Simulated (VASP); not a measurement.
**Nb: single point with RPBE**

Crystal: Nb.

```
CELL_PARAMETERS angstrom
2.76411 0.00000 0.00000
-1.38205 2.39379 0.00000
0.00000 0.00000 10.11781
ATOMIC_POSITIONS crystal
Nb 0.00000 0.00000 0.00000
Nb 0.00000 0.00000 0.50000
Nb 0.33333 0.66667 0.25000
Nb 0.66667 0.33333 0.75000
```

This isn't the form of Nb at room conditions, which is bcc.

```json
{
 "Program": "VASP 6.6.1",
 "Task": "single point",
 "Functional": "RPBE",
 "Potentials or basis": "VASP PAW PBE potentials, release 64 (Nb_sv)",
 "Cutoff": "520 eV",
 "k mesh": "14 × 14 × 4",
 "Occupations": "fermi-dirac, width 0.1 eV",
 "Spin": "no spin polarisation"
}
```

```
Pressure               : 24.6 GPa
Band gap on the k mesh : zero (bands 26 and 27 overlap by 1.80 eV)
```

Stress tensor (GPa, compression positive):
```
25.19  0.00  0.00
 0.00 25.19  0.00
 0.00  0.00 23.34
```

Levels at points of the mesh, in eV from the Fermi level:
| k point | band 24 | band 25 | band 26 | band 27 | band 28 | band 29 |
| --- | --- | --- | --- | --- | --- | --- |
| (0.00, 0.00, 0.00) | 0.20 | 0.20 | 0.33 | 0.33 | 0.55 | 0.55 |
| (0.50, 0.00, 0.00) | -1.48 | 0.16 | 0.47 | 0.75 | 2.44 | 2.46 |
| (0.00, 0.00, 0.50) | -0.21 | 0.29 | 0.29 | 0.29 | 0.29 | 0.59 |
| (0.50, 0.00, 0.50) | -1.65 | 1.20 | 1.20 | 1.22 | 1.22 | 1.79 |

Run time: 78 s on 1 thread of Intel(R) Xeon(R) 6975P-C (Granite Rapids), on a shared host, peak memory 0.27 GiB.

Caveat: the cell stands under pressure; the PAW data sets were made with another functional, which shifts forces and pressure a little.
